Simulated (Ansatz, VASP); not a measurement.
## AlN: VASP beside Ansatz

Contents of INCAR:

```
PREC = Accurate
ENCUT = 520
EDIFF = 1E-6
ISMEAR = 0
SIGMA = 0.05
LREAL = False
LASPH = True
NELM = 80
ALGO = Normal
ISIF = 2
LWAVE = False
LCHARG = False
GGA = PE
IBRION = 2
NSW = 50
EDIFFG = -0.01
```

Contents of KPOINTS:

```
Automatic mesh
0
Gamma
  9 9 6
```

Contents of POSCAR:

```
AlN
1.0
    3.1925000000      0.0000000000      0.0000000000
   -1.5962500000      2.7647861016      0.0000000000
    0.0000000000      0.0000000000      5.6190000000
Al N
2 2
Direct
    0.3333333333      0.6666666667      0.0017290859
    0.6666666667      0.3333333333      0.5017290859
    0.3333333333      0.6666666667      0.3832709141
    0.6666666667      0.3333333333      0.8832709141
```

Input for Ansatz:

```yaml
crystal:
  lattice:
    - [3.1925, 0.0, 0.0]
    - [-1.59625, 2.7647861016, 0.0]
    - [0.0, 0.0, 5.619]
  atoms:
    - { symbol: Al, position: [0.3333333333, 0.6666666667, 0.0017290859] }
    - { symbol: Al, position: [0.6666666667, 0.3333333333, 0.5017290859] }
    - { symbol: "N", position: [0.3333333333, 0.6666666667, 0.3832709141] }
    - { symbol: "N", position: [0.6666666667, 0.3333333333, 0.8832709141] }
basis:
  ecutwfc: 520.0
kpoints:
  mp_grid: { grid: [9, 9, 6] }
hamiltonian:
  xc: pbe
  pseudopotentials: { kind: paw, azcp: { folder: soft_1 } }
scf:
  occupations: { method: gaussian, width: 0.05 }
output:
  forces: true
  stress: true
  eigenvalues: true
relax:
  adjacent_minimum: "off"
  f_tol: 0.01
  max_steps: 30
```

Alike in both runs: task relaxation of the atoms; functional PBE; k mesh 9 × 9 × 6; occupations gaussian, width 0.05 eV; no spin polarisation.

|  | VASP | Ansatz |
| --- | --- | --- |
| version | VASP 6.6.1 | Ansatz 0.2.0 |
| potentials or method | VASP PAW PBE potentials, release 64 (Al, N), cutoff 520 eV | scalar-relativistic, plane waves, PAW |
| valence electrons in the cell | 16 | 16 |

Ansatz gave:

```
gap on the k mesh at the Fermi level, each at its own relaxed structure (eV) : 2.61
```

Estimate VASP's values.

gap on the k mesh at the Fermi level, each at its own relaxed structure (eV): 2.60.

Ansatz's warnings: stress scf threshold loose.
